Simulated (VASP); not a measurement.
Input of a VASP 6.6.1 run:

File INCAR:

```
  PREC = Accurate
  ENCUT = 520
  EDIFF = 1E-6
  ISMEAR = -1
  SIGMA = 0.1
  LREAL = False
  LASPH = True
  NELM = 150
  ALGO = Normal
  ISIF = 2
  LWAVE = False
  LCHARG = True
  ISPIN = 2
  MAGMOM = 9.1 3.2 3.2 3.2 0 0
  LORBIT = 11
  LMAXMIX = 6
  GGA = B5
  ALDAX = 1.0
  AGGAX = 1.0
  AGGAC = 1.0
  ALDAC = 0.0
  LELF = True
  LVHAR = True
  NBANDS = 38
```

File KPOINTS:

```
Automatic mesh
0
Gamma
  6 6 9
```

Contents of POSCAR:

```
GdCo3B2
1.0
    5.0590000000      0.0000000000      0.0000000000
   -2.5295000000      4.3812230000      0.0000000000
    0.0000000000      0.0000000000      3.0190000000
Gd Co B
1 3 2
Direct
    0.0000000000      0.0000000000      0.0000000000
    0.5000000000      0.0000000000      0.5000000000
    0.5000000000      0.5000000000      0.5000000000
    0.0000000000      0.5000000000      0.5000000000
    0.3333333333      0.6666666667      0.0000000000
    0.6666666667      0.3333333333      0.0000000000
```

Potentials or basis: VASP PAW PBE potentials, release 64 (Gd, Co, B).

Command:

```sh
$ cat potpaw_PBE.64/Gd/POTCAR potpaw_PBE.64/Co/POTCAR potpaw_PBE.64/B/POTCAR > POTCAR
$ mpirun -np 1 vasp_std > vasp.out
```

(1) Estimate the pressure.

(2) Estimate the site moments.

(3) What does it give for the net moment?

## Answers

(1) 5.1 GPa.

(2) Gd +6.77; Co -0.03; B -0.01 μB.

(3) 6.91 μB per cell.

Caveat: the cell stands under pressure; the PAW data sets were made with another functional, which shifts forces and pressure a little.
